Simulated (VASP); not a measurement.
# KMgF3 (P4/mmm) in VASP: notebook

The runs below take KMgF3 through single point, with PBEsol.

All numbers are computed with VASP 6.6.1; they aren't measurements. Logs are shortened: lines on timing, memory, paths and dates and some standing lists are left out, and cuts for length are marked.

## 1. The cell of the first run

It takes space group P4/mmm (No. 123, tetragonal). The conventional cell has a = 4.046 Å, b = 4.046 Å, c = 3.866 Å, α = 90.00°, β = 90.00°, γ = 90.00°. K (site symmetry 4/mmm) has 12 F at 2.80 to 2.86 Å and 8 Mg at 3.45 Å within 3.7 Å. Mg (site symmetry 4/mmm) has 6 F at 1.93 to 2.02 Å within 2.6 Å. F (site symmetry mmm) has 2 Mg at 2.02 Å and 4 K at 2.80 Å and 8 F at 2.80 to 2.86 Å within 2.9 Å. F (site symmetry 4/mmm) has 2 Mg at 1.93 Å within 2.6 Å.

## 2. Single point, PBEsol (strain +0.015 along x and y, -0.030 along z)

File INCAR:

```
PREC = Accurate
ENCUT = 520
EDIFF = 1E-6
ISMEAR = 0
SIGMA = 0.05
LREAL = F
LASPH = T
NELM = 100
ALGO = Normal
ISIF = 2
LWAVE = F
LCHARG = T
GGA = PS
LELF = T
LVHAR = T
NBANDS = 24
```

File KPOINTS:

```
Automatic mesh
0
Gamma
  6 6 6
```

File POSCAR:

```
KMgF3
1.0
    4.0456885000      0.0000000000      0.0000000000
    0.0000000000      4.0456885000      0.0000000000
    0.0000000000      0.0000000000      3.8663230000
K Mg F
1 1 3
Direct
    0.5000000000      0.5000000000      0.5000000000
    0.0000000000      0.0000000000      0.0000000000
    0.5000000000      0.0000000000      0.0000000000
    0.0000000000      0.5000000000      0.0000000000
    0.0000000000      0.0000000000      0.5000000000
```

Potentials or basis: VASP PAW PBE potentials, release 64 (K_sv, Mg, F).

Started as:

```
> cat potpaw_PBE.64/K_sv/POTCAR potpaw_PBE.64/Mg/POTCAR potpaw_PBE.64/F/POTCAR > POTCAR
> mpirun -np 1 vasp_std > vasp.out
```

OUTCAR:

```text
PREC = Accurate
   ENCUT = 520
   EDIFF = 1E-6
   ISMEAR = 0
   LREAL = F
   LASPH = T
   NELM = 100
   ISIF = 2
   GGA = PS

 ion  position               nearest neighbor table
   1  0.500  0.500  0.500-   3 2.80   4 2.80   3 2.80   4 2.80   3 2.80   3 2.80   4 2.80   4 2.80
                             2 3.45   2 3.45   2 3.45   2 3.45   2 3.45   2 3.45   2 3.45   2 3.45
   2  0.000  0.000  0.000-   5 1.93   5 1.93   3 2.02   4 2.02   4 2.02   3 2.02   1 3.45   1 3.45
                             1 3.45   1 3.45   1 3.45   1 3.45   1 3.45   1 3.45
   3  0.500  0.000  0.000-   2 2.02   2 2.02   1 2.80   1 2.80   1 2.80   1 2.80
   4  0.000  0.500  0.000-   2 2.02   2 2.02   1 2.80   1 2.80   1 2.80   1 2.80
   5  0.000  0.000  0.500-   2 1.93   2 1.93

  LATTYP: Found a simple tetragonal cell.
 ALAT       =     4.0456885000
 C/A-ratio  =     0.9556650246

  Lattice vectors:

 A1 = (   4.0456885000,   0.0000000000,   0.0000000000)
 A2 = (   0.0000000000,   4.0456885000,   0.0000000000)
 A3 = (   0.0000000000,   0.0000000000,   3.8663230000)

Analysis of symmetry for initial positions (statically):
=====================================================================
 Subroutine PRICEL returns:
 Original cell was already a primitive cell.

 Routine SETGRP: Setting up the symmetry group for a
 simple tetragonal supercell.

 Subroutine GETGRP returns: Found 16 space group operations
 (whereof 16 operations were pure point group operations)
 out of a pool of 16 trial point group operations.

The static configuration has the point symmetry D_4h.

Analysis of symmetry for dynamics (positions and initial velocities):
=====================================================================
 Subroutine PRICEL returns:
 Original cell was already a primitive cell.

 Routine SETGRP: Setting up the symmetry group for a
 simple tetragonal supercell.

 Subroutine GETGRP returns: Found 16 space group operations
 (whereof 16 operations were pure point group operations)
 out of a pool of 16 trial point group operations.

The dynamic configuration has the point symmetry D_4h.

 Subroutine INISYM returns: Found 16 space group operations
 (whereof 16 operations are pure point group operations),
 and found     1 'primitive' translations

----------------------------------------------------------------------------------------

                                     Primitive cell

  volume of cell :      63.2824

  direct lattice vectors                    reciprocal lattice vectors
     4.045688500  0.000000000  0.000000000     0.247176717  0.000000000  0.000000000
     0.000000000  4.045688500  0.000000000     0.000000000  0.247176717  0.000000000
     0.000000000  0.000000000  3.866323000     0.000000000  0.000000000  0.258643678

  length of vectors
     4.045688500  4.045688500  3.866323000     0.247176717  0.247176717  0.258643678

  position of ions in fractional coordinates (direct lattice)
     0.500000000  0.500000000  0.500000000
     0.000000000  0.000000000  0.000000000
     0.500000000  0.000000000  0.000000000
     0.000000000  0.500000000  0.000000000
     0.000000000  0.000000000  0.500000000

  ion indices of the primitive-cell ions
   primitive index   ion index
                 1           1
                 2           2
                 3           3
                 4           4
                 5           5

----------------------------------------------------------------------------------------

 KPOINTS: Automatic mesh

Automatic generation of k-mesh.
 Grid dimensions read from file:
 generate k-points for:    6    6    6

 Generating k-lattice:

  Cartesian coordinates                     Fractional coordinates (reciprocal lattice)
     0.041196119  0.000000000  0.000000000     0.166666667  0.000000000  0.000000000
     0.000000000  0.041196119  0.000000000     0.000000000  0.166666667  0.000000000
     0.000000000  0.000000000  0.043107280     0.000000000  0.000000000  0.166666667

  Length of vectors
     0.041196119  0.041196119  0.043107280

  Shift w.r.t. Gamma in fractional coordinates (k-lattice)
     0.000000000  0.000000000  0.000000000

 Subroutine IBZKPT returns following result:
 ===========================================

 Found     40 irreducible k-points:

 Following reciprocal coordinates:
            Coordinates               Weight
  0.000000  0.000000  0.000000      1.000000
  0.166667  0.000000  0.000000      4.000000
  0.333333  0.000000  0.000000      4.000000
  0.500000  0.000000  0.000000      2.000000
  0.166667  0.166667  0.000000      4.000000
  0.333333  0.166667  0.000000      8.000000
[... 16 lines left out ...]
  0.333333  0.000000  0.333333      8.000000
  0.500000  0.000000  0.333333      4.000000
 [... further k-points ...]
   k-points           NKPTS =     40   k-points in BZ     NKDIM =     40   number of bands    NBANDS=     24
   number of dos      NEDOS =    301   number of ions     NIONS =      5
   total plane-waves  NPLWV =  27000
   dimension x,y,z NGX =    30 NGY =   30 NGZ =   30
   dimension x,y,z NGXF=    60 NGYF=   60 NGZF=   60
   ions per type =               1   1   3
   NGX,Y,Z   is equivalent  to a cutoff of  12.33, 12.33, 12.90 a.u.
   NGXF,Y,Z  is equivalent  to a cutoff of  24.66, 24.66, 25.80 a.u.
 SYSTEM =  unknown system
   PREC   = accura    normal or accurate (medium, high low for compatibility)
   ISTART =      0    job   : 0-new  1-cont  2-samecut
   ICHARG =      2    charge: 1-file 2-atom 10-const
   ISPIN  =      1    spin polarized calculation?
   LNONCOLLINEAR =      F non collinear calculations
   LSORBIT =      F    spin-orbit coupling
   LASPH  =      T    aspherical Exc in radial PAW
   ENCUT  =  520.0 eV  38.22 Ry    6.18 a.u.   7.52  7.52  7.19*2*pi/ulx,y,z
   NELM   =    100;   NELMIN=  2; NELMDL= -5     # of ELM steps
   EDIFF  = 0.1E-05   stopping-criterion for ELM
   LREAL  =      F    real-space projection
   EDIFFG = 0.1E-04   stopping-criterion for IOM
   NSW    =      0    number of steps for IOM
   IBRION =     -1    ionic relax: 0-MD 1-quasi-New 2-CG
   NFREE  =      0    steps in history (QN), initial steepest desc. (CG)
   ISIF   =      2    stress and relaxation
   ISYM   =      2    0-nonsym 1-usesym 2-fastsym
   POTIM  = 0.5000    time-step for ionic-motion
   TEBEG  =    0.0;   TEEND  =   0.0 temperature during run
   PSTRESS=    0.0 pullay stress
   NELECT =      32.0000    total number of electrons
   NUPDOWN=      -1.0000    fix difference up-down
   EMIN   =  10.00;   EMAX   =-10.00  energy-range for DOS
   EFERMI =   0.00;   METHOD = LEGACY
   ISMEAR =     0;   SIGMA  =   0.05  broadening in eV -4-tet -1-fermi 0-gaus
   EFERMI_NEDOS =   21; number of points for ismear=-14 and -15
   IALGO  =     38    algorithm
   IMIX   =      4    mixing-type and parameters
     AMIX     =   0.40;   BMIX     =  1.00
     AMIX_MAG =   1.60;   BMIX_MAG =  1.00
  volume/ion in A,a.u.               =      12.66        85.41
  Fermi-wavevector in a.u.,A,eV,Ry     =   1.304259  2.464692 23.144753  1.701091
  Thomas-Fermi vector in A             =   2.435207
   LORBIT       =      0    0 simple, 1 ext, 2 COOP (PROOUT), +10 PAW based schemes
   GGA     = PS    functional components
   LHFCALC =     F    Hartree Fock is set to
   AEXX    =    0.0000 exact exchange contribution
   IVDW    =     0    specifies the selected vdW correction
   LEPSILON=     F    determine dielectric tensor
   LRPA    =     F    only Hartree local field effects (RPA)
 non-spin polarized calculation
 Gauss-broadening in eV      SIGMA  =   0.05
  energy-cutoff  :      520.00
  volume of cell :       63.28
 maximum number of plane-waves:      1727
   NGX = 15   NGY = 15   NGZ = 15

 number of electron      31.9999987 magnetization

 Free energy of the ion-electron system (eV)
  ---------------------------------------------------
  ext. energy  EPLUGINS =         0.00000000
  ---------------------------------------------------
  free energy    TOTEN  =       -25.23423087 eV

  energy without entropy =      -25.23423087  energy(sigma->0) =      -25.23423087

 E-fermi :  -1.3675     XC(G=0):  -9.9474

 val. band max:       -1.6919005156   @ k =   0.5000   0.5000   0.5000
 cond. band min:       5.4200649515   @ k =   0.0000   0.0000   0.0000
 fundamental gap:      7.1119654671
 Fermi energy:        -1.3675329369

 k-point     1 :       0.0000    0.0000    0.0000
  band No.  band energies     occupation
      1     -27.1796      2.00000
      2     -21.7542      2.00000
      3     -21.0795      2.00000
      4     -20.9844      2.00000
      5     -10.7597      2.00000
      6     -10.7597      2.00000
[... 16 lines left out ...]
     23      12.1876      0.00000
     24      14.7548      0.00000

 k-point     2 :       0.1667    0.0000    0.0000
  band No.  band energies     occupation
      1     -27.1729      2.00000
      2     -21.7314      2.00000
      3     -21.0853      2.00000
      4     -21.0080      2.00000
      5     -10.7496      2.00000
      6     -10.7464      2.00000
[... 16 lines left out ...]
     23      12.1602      0.00000
     24      14.6853      0.00000

 k-point     3 :       0.3333    0.0000    0.0000
  band No.  band energies     occupation
      1     -27.1592      2.00000
      2     -21.6807      2.00000
      3     -21.1201      2.00000
      4     -21.0383      2.00000
      5     -10.7295      2.00000
      6     -10.7195      2.00000
[... 16 lines left out ...]
     23      12.0813      0.00000
     24      14.3988      0.00000

 k-point     4 :       0.5000    0.0000    0.0000
  band No.  band energies     occupation
      1     -27.1524      2.00000
      2     -21.6510      2.00000
      3     -21.1516      2.00000
      4     -21.0439      2.00000
      5     -10.7196      2.00000
      6     -10.7058      2.00000
[... 16 lines left out ...]
     23      12.5018      0.00000
     24      13.6128      0.00000

 k-point     5 :       0.1667    0.1667    0.0000
  band No.  band energies     occupation
      1     -27.1665      2.00000
      2     -21.7067      2.00000
      3     -21.0885      2.00000
      4     -21.0342      2.00000
      5     -10.7661      2.00000
      6     -10.7225      2.00000
[... 16 lines left out ...]
     23      12.1737      0.00000
     24      14.0860      0.00000

 k-point     6 :       0.3333    0.1667    0.0000
  band No.  band energies     occupation
      1     -27.1538      2.00000
      2     -21.6495      2.00000
      3     -21.1233      2.00000
      4     -21.0655      2.00000
      5     -10.7592      2.00000
      6     -10.7150      2.00000
[... 16 lines left out ...]
     23      12.1703      0.00000
     24      13.6835      0.00000
[... 379 lines left out ...]
 k-point    21 :       0.0000    0.0000    0.3333
  band No.  band energies     occupation
      1     -27.1518      2.00000
      2     -21.5908      2.00000
      3     -21.2552      2.00000
      4     -20.9748      2.00000
      5     -10.7369      2.00000
      6     -10.7046      2.00000
[... 16 lines left out ...]
     23      12.2525      0.00000
     24      14.8511      0.00000

 k-point    22 :       0.1667    0.0000    0.3333
  band No.  band energies     occupation
      1     -27.1468      2.00000
      2     -21.5685      2.00000
      3     -21.2479      2.00000
      4     -21.0000      2.00000
      5     -10.7727      2.00000
      6     -10.7090      2.00000
[... 16 lines left out ...]
     23      12.3589      0.00000
     24      13.9752      0.00000

 k-point    23 :       0.3333    0.0000    0.3333
  band No.  band energies     occupation
      1     -27.1367      2.00000
      2     -21.5216      2.00000
      3     -21.2185      2.00000
      4     -21.0670      2.00000
      5     -10.8102      2.00000
      6     -10.7512      2.00000
[... 16 lines left out ...]
     23      12.5604      0.00000
     24      13.1014      0.00000

 k-point    24 :       0.5000    0.0000    0.3333
  band No.  band energies     occupation
      1     -27.1316      2.00000
      2     -21.4976      2.00000
      3     -21.1670      2.00000
      4     -21.1381      2.00000
      5     -10.8054      2.00000
      6     -10.7957      2.00000
[... 16 lines left out ...]
     23      12.3802      0.00000
     24      13.3628      0.00000

 [... further k-points ...]

------------------------ aborting loop because EDIFF is reached ----------------------------------------

  FORCE on cell =-STRESS in cart. coord.  units (eV):
  Direction    XX          YY          ZZ          XY          YZ          ZX
  --------------------------------------------------------------------------------------
  -------------------------------------------------------------------------------------
  Total       -0.5558204     -0.5558204      1.3806503      0.0000000     -0.0000000      0.0000000
  in kB      -14.0722029    -14.0722029     34.9551560      0.0000000     -0.0000000      0.0000000
  external PRESSURE =       2.2702501 kB  Pullay stress =       0.0000000 kB

 VOLUME and BASIS-vectors are now :
 -----------------------------------------------------------------------------
  energy-cutoff  :      520.00
  volume of cell :       63.28
      direct lattice vectors                 reciprocal lattice vectors
     4.045688500  0.000000000  0.000000000     0.247176717  0.000000000  0.000000000
     0.000000000  4.045688500  0.000000000     0.000000000  0.247176717  0.000000000
     0.000000000  0.000000000  3.866323000     0.000000000  0.000000000  0.258643678

 POSITION                                       TOTAL-FORCE (eV/Angst)
 -----------------------------------------------------------------------------------
      2.02284      2.02284      1.93316         0.000000      0.000000      0.000000
      0.00000      0.00000      0.00000         0.000000      0.000000      0.000000
      2.02284      0.00000      0.00000         0.000000      0.000000      0.000000
      0.00000      2.02284      0.00000         0.000000      0.000000      0.000000
      0.00000      0.00000      1.93316         0.000000      0.000000      0.000000
 -----------------------------------------------------------------------------------
    total drift:                                0.000000     -0.000000      0.000000

  FREE ENERGIE OF THE ION-ELECTRON SYSTEM (eV)
  ---------------------------------------------------
  free  energy   TOTEN  =       -25.2342308730 eV

  energy  without entropy=      -25.2342308730  energy(sigma->0) =      -25.23423087
```

Run time: 36 s. Hardware: 1 thread of Intel Xeon Platinum 8488C (Sapphire Rapids), shared host; peak memory 0.2 GiB.

What came out:

```
Free energy            : -25.2342 eV
Pressure               : 0.2 GPa
Band gap on the k mesh : 7.11 eV (least direct gap 7.44 eV)
```

Caveat: the cell differs from its parent crystal (strain +0.015 along x and y, -0.030 along z); the PAW data sets were made with another functional, which shifts forces and pressure a little.

## 3. Single point, PBEsol (strain +0.000 along x and y, +0.015 along z)

File INCAR:

```
  PREC = Accurate
  ENCUT = 520
  EDIFF = 1E-6
  ISMEAR = 0
  SIGMA = 0.05
  LREAL = F
  LASPH = T
  NELM = 100
  ALGO = Normal
  ISIF = 2
  LWAVE = F
  LCHARG = F
  GGA = PS
  NBANDS = 24
```

File KPOINTS:

```
regular mesh
0
Gamma
  6 6 6
```

POSCAR, as its differences from that of step 2:

```diff
@@ -2,5 +2,5 @@
 1.0
-    4.0456885000      0.0000000000      0.0000000000
-    0.0000000000      4.0456885000      0.0000000000
-    0.0000000000      0.0000000000      3.8663230000
+    3.9859000000      0.0000000000      0.0000000000
+    0.0000000000      3.9859000000      0.0000000000
+    0.0000000000      0.0000000000      4.0456885000
 K Mg F
```

Potentials or basis: VASP PAW PBE potentials, release 64 (K_sv, Mg, F).

Started as:

```
> cat potpaw_PBE.64/K_sv/POTCAR potpaw_PBE.64/Mg/POTCAR potpaw_PBE.64/F/POTCAR > POTCAR
> mpirun -np 1 vasp_std > vasp.out
```

It took 42 s on 1 thread of Intel Xeon Platinum 8488C (Sapphire Rapids), shared host; peak memory 0.2 GiB.

The run converged. Its results:

* Free energy: -25.2585 eV
* Pressure: -1.1 GPa
* Band gap on the k mesh: 7.01 eV (least direct gap 7.34 eV)

Stress tensor (GPa, compression positive):
```
-0.67  0.00  0.00
 0.00 -0.67  0.00
 0.00  0.00 -2.04
```

Levels at points of the mesh, in eV from the valence-band top:
```tsv
k point	band 12	band 13	band 14	band 15	band 16	band 17	band 18	band 19	band 20	band 21
(0.00, 0.00, 0.00)	-0.61	-0.61	-0.33	-0.33	-0.33	7.01	9.88	9.95	12.06	12.06
(0.50, 0.00, 0.00)	-0.90	-0.88	-0.87	-0.53	-0.53	9.88	10.14	11.00	12.59	12.71
(0.50, 0.50, 0.00)	-1.08	-1.08	-0.86	-0.86	-0.02	10.72	11.55	12.34	12.34	12.62
(0.00, 0.00, 0.50)	-0.88	-0.82	-0.82	-0.54	-0.54	9.82	10.11	10.89	12.67	12.67
(0.50, 0.00, 0.50)	-1.05	-1.00	-0.93	-0.93	-0.03	10.70	11.47	12.25	12.30	12.71
(0.50, 0.50, 0.50)	-1.15	-1.10	-0.01	-0.01	0.00	10.24	10.24	10.24	13.63	14.00
```

Caveat: the cell differs from its parent crystal (strain +0.000 along x and y, +0.015 along z); the PAW data sets were made with another functional, which shifts forces and pressure a little. A k mesh can miss the band edges.

## 4. Single point, PBEsol (strain +0.015 along x and y, -0.015 along z)

File INCAR:

```
SYSTEM = KMgF3
PREC = Accurate
ENCUT = 520
EDIFF = 1E-6
ISMEAR = 0
SIGMA = 0.05
LREAL = .False.
LASPH = .True.
NELM = 80
ALGO = Normal
ISIF = 2
LWAVE = .False.
LCHARG = .False.
GGA = PS
NBANDS = 24
```

File KPOINTS:

```
regular mesh
0
Gamma
  6 6 6
  0 0 0
```

POSCAR, as its differences from that of step 3:

```diff
@@ -2,5 +2,5 @@
 1.0
-    3.9859000000      0.0000000000      0.0000000000
-    0.0000000000      3.9859000000      0.0000000000
-    0.0000000000      0.0000000000      4.0456885000
+    4.0456885000      0.0000000000      0.0000000000
+    0.0000000000      4.0456885000      0.0000000000
+    0.0000000000      0.0000000000      3.9261115000
 K Mg F
```

Started as:

```
> cat potpaw_PBE.64/K_sv/POTCAR potpaw_PBE.64/Mg/POTCAR potpaw_PBE.64/F/POTCAR > POTCAR
> mpirun -np 1 vasp_std > vasp.out
```

Run time: 38 s. Hardware: 1 thread of Intel Xeon Platinum 8488C (Sapphire Rapids), shared host; peak memory 0.2 GiB.

The run converged. Its results:

- Free energy: -25.2497 eV
- Pressure: -1.0 GPa
- Band gap on the k mesh: 7.01 eV (least direct gap 7.33 eV)

Stress tensor (GPa, compression positive):
```
-2.01  0.00  0.00
 0.00 -2.01  0.00
 0.00  0.00  0.94
```

Levels at points of the mesh, in eV from the valence-band top:
| k point | band 12 | band 13 | band 14 | band 15 | band 16 | band 17 | band 18 | band 19 | band 20 | band 21 |
| --- | --- | --- | --- | --- | --- | --- | --- | --- | --- | --- |
| (0.00, 0.00, 0.00) | -0.65 | -0.58 | -0.33 | -0.33 | -0.33 | 7.01 | 9.85 | 9.98 | 11.95 | 12.17 |
| (0.50, 0.00, 0.00) | -0.87 | -0.83 | -0.80 | -0.54 | -0.53 | 9.81 | 10.11 | 10.89 | 12.54 | 12.76 |
| (0.50, 0.50, 0.00) | -1.00 | -1.00 | -0.97 | -0.97 | -0.05 | 10.69 | 11.39 | 12.22 | 12.22 | 12.83 |
| (0.00, 0.00, 0.50) | -0.97 | -0.97 | -0.86 | -0.53 | -0.53 | 9.94 | 10.17 | 11.11 | 12.64 | 12.64 |
| (0.50, 0.00, 0.50) | -1.13 | -1.02 | -0.85 | -0.85 | -0.02 | 10.72 | 11.56 | 12.29 | 12.38 | 12.61 |
| (0.50, 0.50, 0.50) | -1.16 | -1.08 | -0.02 | 0.00 | 0.00 | 10.23 | 10.23 | 10.25 | 13.58 | 13.92 |

Caveat: the cell differs from its parent crystal (strain +0.015 along x and y, -0.015 along z); the PAW data sets were made with another functional, which shifts forces and pressure a little. A k mesh can miss the band edges.

(Continued in part 2 of 2.)
